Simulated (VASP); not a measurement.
Set up this calculation in VASP 6.6.1, as the native input.

```
Task                   : single point
Functional             : LDA
Potentials or basis    : VASP PAW LDA potentials, release 64 (Li_sv, Sn_d)
Cutoff                 : 520 eV
k mesh                 : 7 × 7 × 7
Occupations            : methfessel-paxton, width 0.02 eV
Spin                   : no spin polarisation
Dipole correction      : no
Further INCAR settings : ALGO = Normal; EDIFF = 1e-06; NBANDS = 30
```

The structure of LiSn3 lies in POSCAR:

```
LiSn3
1.0
   -2.2446081222      2.2446081222      4.6794697086
    2.2446081222     -2.2446081222      4.6794697086
    2.2446081222      2.2446081222     -4.6794697086
Li Sn
1 3
Direct
    0.0000000000      0.0000000000      0.0000000000
    0.7500000000      0.2500000000      0.5000000000
    0.2500000000      0.7500000000      0.5000000000
    0.5000000000      0.5000000000      0.0000000000
```

The input as run:

INCAR

```
PREC = Accurate
ENCUT = 520
EDIFF = 1E-6
ISMEAR = 1
SIGMA = 0.02
LREAL = F
LASPH = T
NELM = 60
ALGO = Normal
ISIF = 2
LWAVE = F
LCHARG = T
GGA = CA
LELF = T
LVHAR = T
NBANDS = 30
```

KPOINTS

```
regular mesh
0
Gamma
  7 7 7
```

Potentials or basis: VASP PAW LDA potentials, release 64 (Li_sv, Sn_d).

Launch:

```console
$ cat potpaw_LDA.64/Li_sv/POTCAR potpaw_LDA.64/Sn_d/POTCAR > POTCAR
$ mpirun -np 1 vasp_std > vasp.out
```

Run time: 61 s on 1 thread of Intel(R) Xeon(R) 6975P-C (Granite Rapids), with other jobs on the host, peak memory 0.25 GiB.
